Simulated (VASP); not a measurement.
Wanted: the native input for a VASP 6.6.1 run.

```yaml
Task: relaxation of cell and atoms
Functional: r2SCAN
Dispersion: rVV10
Potentials_or_basis: VASP PAW PBE potentials, release 64 (Ba_sv, Ti_sv, O)
Cutoff: 600 eV
k_mesh: 3 × 3 × 3
Occupations: gaussian, width 0.01 eV
Spin: no spin polarisation
Dipole_correction: no
Further_INCAR_settings: ALGO = Normal; EDIFF = 1e-06; IBRION = 2; EDIFFG = -0.01; NSW = 80; ISIF = 3
```

The system is BaTiO3.

```xyz
5
Lattice="4.0060 0.0000 0.0000 0.0000 4.0060 0.0000 0.0000 0.0000 4.0060" Properties=species:S:1:pos:R:3 pbc="T T T"
Ba    2.0030    2.0030    2.0030
Ti    0.0000    0.0000    0.0000
O     2.0030    0.0000    0.0000
O     0.0000    2.0030    0.0000
O     0.0000    0.0000    2.0030
```

One way to write it, as run:

POSCAR

```
BaTiO3
1.0
    4.0060000000      0.0000000000      0.0000000000
    0.0000000000      4.0060000000      0.0000000000
    0.0000000000      0.0000000000      4.0060000000
Ba Ti O
1 1 3
Direct
    0.5000000000      0.5000000000      0.5000000000
    0.0000000000      0.0000000000      0.0000000000
    0.5000000000      0.0000000000      0.0000000000
    0.0000000000      0.5000000000      0.0000000000
    0.0000000000      0.0000000000      0.5000000000
```

INCAR.step1

```
SYSTEM = BaTiO3
PREC = Accurate ; ENCUT = 600
ISMEAR = 0 ; SIGMA = 0.01
LREAL = .False. ; LASPH = .True.
NELM = 100 ; GGA = PE
ALGO = Normal ; EDIFF = 1E-4
LWAVE = .True. ; LCHARG = .False.
```

INCAR.step2

```
SYSTEM = BaTiO3
PREC = Accurate ; ENCUT = 600
EDIFF = 1E-6 ; ISMEAR = 0
SIGMA = 0.01 ; LREAL = .False.
LASPH = .True. ; NELM = 100
ALGO = Normal ; ISIF = 3
LWAVE = .False. ; LCHARG = .False.
METAGGA = R2SCAN ; LMIXTAU = .True.
LUSE_VDW = .True. ; IVDW_NL = 2
BPARAM = 11.95 ; CPARAM = 0.0093
IBRION = 2 ; NSW = 80
EDIFFG = -0.01 ; ISTART = 1
```

KPOINTS

```
regular mesh
0
Gamma
  3 3 3
  0 0 0
```

Potentials or basis: VASP PAW PBE potentials, release 64 (Ba_sv, Ti_sv, O).

Command:

```sh
$ cat potpaw_PBE.64/Ba_sv/POTCAR potpaw_PBE.64/Ti_sv/POTCAR potpaw_PBE.64/O/POTCAR > POTCAR
$ cp INCAR.step1 INCAR
$ mpirun -np 1 vasp_std > vasp.out
$ cp INCAR.step2 INCAR
$ mpirun -np 1 vasp_std > vasp.out
```

Results of the run:

```yaml
Relaxed_volume: 12.80 Å³/atom
Relaxed_cell: a = 3.999 Å, b = 3.999 Å, c = 3.999 Å, α = 90.00°, β = 90.00°, γ = 90.00°
Space_group_after_relaxing_to_0.05_Å: Pm-3m (No. 221)
Energy_gained_by_relaxing: 0.2 meV/atom
Ionic_steps: 3
Pressure_after_relaxing: 0.0 GPa
Band_gap_on_the_k_mesh: 2.21 eV, direct
```

Caveat: the k points lie up to 0.52 Å⁻¹ apart in the final cell; the PAW data sets were made with another functional, which shifts forces and pressure a little; spin-orbit coupling is left out, which moves the levels of the heavy elements.

Run time: 7.4 min on 1 thread of AMD EPYC 7R13 (shared host), peak memory 0.3 GiB.
